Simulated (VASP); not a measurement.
Crystal: Ti.

```
Ti
1.0
     2.95000    0.00000    0.00000
    -1.47500    2.55477    0.00000
     0.00000    0.00000    4.68000
Ti
2
Direct
  0.33333 0.66667 0.25000
  0.66667 0.33333 0.75000
```

```yaml
Program: VASP 6.6.1
Task: relaxation of cell and atoms
Functional: r2SCAN
Potentials_or_basis: VASP PAW PBE potentials, release 64 (Ti_sv)
Cutoff: 600 eV
k_mesh: 10 × 10 × 5
Occupations: methfessel-paxton, width 0.1 eV
Spin: no spin polarisation
```

At the start: pressure -2.0 GPa; volume 17.64 Å³/atom.

Task: How do energy, volume and symmetry change on relaxing?

Result: Over 4 steps the energy falls by 2.4 meV/atom and the volume is 17.33 Å³/atom (-1.8 %); space group P6_3/mmc (No. 194, to 0.1 Å) before and after.

Step by step:
```tsv
step	energy change (eV)	largest force (eV/Å)	pressure (GPa)	volume (Å³)
1	0.0000	0.0000	-2.01	35.27
2	-0.0019	0.0000	1.82	34.15
3	-0.0045	0.0000	0.09	34.63
4	-0.0047	0.0000	0.04	34.65
```

Final structure:
```yaml
crystal:
  lattice:
    - [2.94006, 0.00000, 0.00000]
    - [-1.47003, 2.54617, 0.00000]
    - [0.00000, 0.00000, 4.62904]
  atoms:
    - { symbol: Ti, position: [0.33333, 0.66667, 0.25000] }
    - { symbol: Ti, position: [0.66667, 0.33333, 0.75000] }
```

Caveat: the PAW data sets were made with another functional, which shifts forces and pressure a little.
